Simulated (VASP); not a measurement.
Here is a VASP 6.6.1 calculation.

INCAR

```
PREC = Accurate
ENCUT = 600
EDIFF = 1E-6
ISMEAR = 0
SIGMA = 0.02
LREAL = False
LASPH = True
NELM = 120
ALGO = Normal
ISIF = 2
LWAVE = False
LCHARG = False
GGA = PE
NBANDS = 11
GGA_COMPAT = False
```

File KPOINTS:

```
Automatic mesh
0
Gamma
  8 8 8
```

The input POSCAR:

```
BeTe
1.0
    0.0000000000      2.8321709472      2.8321709472
    2.8321709472      0.0000000000      2.8321709472
    2.8321709472      2.8321709472      0.0000000000
Be Te
1 1
Direct
    0.0000000000      0.0000000000      0.0000000000
    0.2500000000      0.2500000000      0.2500000000
```

Potentials or basis: VASP PAW PBE potentials, release 64 (Be, Te).

The run is started by

```bash
$ cat potpaw_PBE.64/Be/POTCAR potpaw_PBE.64/Te/POTCAR > POTCAR
$ mpirun -np 1 vasp_std > vasp.out
```

(1) What does it give for the band gap on the k mesh?

(2) Estimate the pressure.

Results:

(1) 2.02 eV (least direct gap 3.62 eV).

(2) 0.1 GPa.

Caveat: spin-orbit coupling is left out, which moves the levels of the heavy elements.
